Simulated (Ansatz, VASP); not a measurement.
# Cd2S: VASP beside Ansatz

The input POSCAR:

```
Cd2S
1.0
    3.9360741467      0.0000000000      0.0000000000
   -1.9680370733      3.4087402022      0.0000000000
    0.0000000000      0.0000000000      5.7702029595
Cd S
2 1
Direct
    0.3333333333      0.6666666667      0.9327170000
    0.6666666667      0.3333333333      0.5787350000
    0.3333333333      0.6666666667      0.3657050000
```

Contents of INCAR.step1:

```
SYSTEM = Cd2S
PREC = Accurate
ENCUT = 520
ISMEAR = -1
SIGMA = 0.05
LREAL = .False.
LASPH = .True.
NELM = 100
NBANDS = 22
GGA = PE
ALGO = Normal
EDIFF = 1E-4
LWAVE = .True.
LCHARG = .False.
```

File INCAR.step2:

```
SYSTEM = Cd2S
PREC = Accurate
ENCUT = 520
EDIFF = 1E-7
ISMEAR = -1
SIGMA = 0.05
LREAL = .False.
LASPH = .True.
NELM = 100
ALGO = Normal
ISIF = 2
LWAVE = .False.
LCHARG = .False.
METAGGA = R2SCAN
LMIXTAU = .True.
NBANDS = 22
ISTART = 1
```

File KPOINTS:

```
Automatic mesh
0
Gamma
  8 8 5
  0 0 0
```

File input.yaml:

```yaml
crystal:
  lattice:
    - [3.9360741467, 0.0, 0.0]
    - [-1.9680370733, 3.4087402022, 0.0]
    - [0.0, 0.0, 5.7702029595]
  atoms:
    - { symbol: Cd, position: [0.3333333333, 0.6666666667, 0.932717] }
    - { symbol: Cd, position: [0.6666666667, 0.3333333333, 0.578735] }
    - { symbol: S, position: [0.3333333333, 0.6666666667, 0.365705] }
hamiltonian:
  xc: r2scan
  pseudopotentials: { kind: paw }
kpoints:
  mp_grid: { grid: [8, 8, 5] }
scf:
  occupations: { method: fermi_dirac, width: 0.05 }
output:
  forces: true
  stress: true
  eigenvalues: true
```

Alike in both runs: task single point; functional r2SCAN; k mesh 8 × 8 × 5; occupations fermi-dirac, width 0.05 eV; no spin polarisation.

```csv
,VASP,Ansatz
version,VASP 6.6.1,Ansatz 0.2.0
potentials or method,"VASP PAW PBE potentials, release 64 (Cd, S)",Ansatz PAW
plane-wave cutoff (eV),520,500
valence electrons in the cell,30,46
```

```tsv
	VASP	Ansatz	Ansatz less VASP
gap on the k mesh at the Fermi level (eV)	0.29	0.29	0.000
least direct gap on the mesh (eV)	0.65	0.65	-0.001
pressure (GPa)	-0.5	-0.8	-0.27
traceless stress, the component that is largest in VASP (GPa)	0.27	0.20	-0.072
rms of the force components (eV/Å)	0.029	0.020	-0.0090
```

VASP's potentials were made for PBE, not for r2SCAN. Atom by atom the forces differ by 0.010 eV/Å (rms over components). VASP's potentials hold 30 valence electrons a cell and Ansatz's 46, so a difference there can come from the potentials and not from the codes.

Noted on Ansatz's run: odd divisions of the mesh miss points on the zone boundary, where band edges often lie, so the gap on the mesh can be too wide.
